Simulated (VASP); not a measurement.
Write the native input for VASP 6.6.1 that does the following.

| Item | Value |
| --- | --- |
| Task | relaxation of cell and atoms |
| Functional | PBEsol |
| Potentials or basis | VASP PAW PBE potentials, release 64 (Au, Al) |
| Cutoff | 600 eV |
| k mesh | 8 × 8 × 8 |
| Occupations | fermi-dirac, width 0.05 eV |
| Spin | no spin polarisation |
| Target pressure | 10 GPa |
| Dipole correction | no |
| Further INCAR settings | ALGO = Normal; EDIFF = 1e-06; IBRION = 2; EDIFFG = -0.01; NSW = 60; ISIF = 3 |

The structure of Al2Au lies in POSCAR:

```
Al2Au
1.0
    0.0000000000      3.0000000000      3.0000000000
    3.0000000000      0.0000000000      3.0000000000
    3.0000000000      3.0000000000      0.0000000000
Au Al
1 2
Direct
    0.0000000000      0.0000000000      0.0000000000
    0.7500000000      0.7500000000      0.7500000000
    0.2500000000      0.2500000000      0.2500000000
```

The input as run:

INCAR

```
ALGO     = Normal         # electronic algorithm
EDIFF    = 1E-6           # SCF threshold, eV
EDIFFG   = -0.01          # ionic threshold
ENCUT    = 600            # plane-wave cutoff, eV
GGA      = PS             # functional
IBRION   = 2              # ionic algorithm
ISIF     = 3              # what is computed and relaxed
ISMEAR   = -1             # smearing method
LASPH    = True           # aspherical terms in the spheres
LCHARG   = False          # write CHGCAR
LREAL    = False          # projectors in reciprocal space
LWAVE    = False          # write WAVECAR
NELM     = 100            # most SCF steps
NSW      = 60             # ionic steps
PREC     = Accurate       # precision mode
PSTRESS  = 100.0        
SIGMA    = 0.05           # smearing width, eV
```

KPOINTS

```
k-points
0
Gamma
  8 8 8
```

Potentials or basis: VASP PAW PBE potentials, release 64 (Au, Al).

The run is started by

```bash
$ cat potpaw_PBE.64/Au/POTCAR potpaw_PBE.64/Al/POTCAR > POTCAR
$ mpirun -np 1 vasp_std > vasp.out
```

It gave:

```
Relaxed volume                                             : 16.72 Å³/atom
Relaxed cell                                               : a = 4.140 Å, b = 4.140 Å, c = 4.140 Å, α = 60.00°, β = 60.00°, γ = 60.00°
Space group after relaxing (to 0.1 Å)                      : Fm-3m (No. 225)
Energy change on relaxing (the run minimises the enthalpy) : +36.8 meV/atom
Ionic steps                                                : 4
Pressure after relaxing                                    : 10.0 GPa
Band gap on the k mesh                                     : zero (an odd number of electrons rules out a gap without spin polarisation)
```

Caveat: the cell is relaxed towards a set pressure, so the run minimises the enthalpy, not the energy; the PAW data sets were made with another functional, which shifts forces and pressure a little; spin-orbit coupling is left out, which moves the levels of the heavy elements.

Run time: 89 s on 1 thread of AMD EPYC 9R45 (Zen 5) (shared host), peak memory 0.19 GiB.
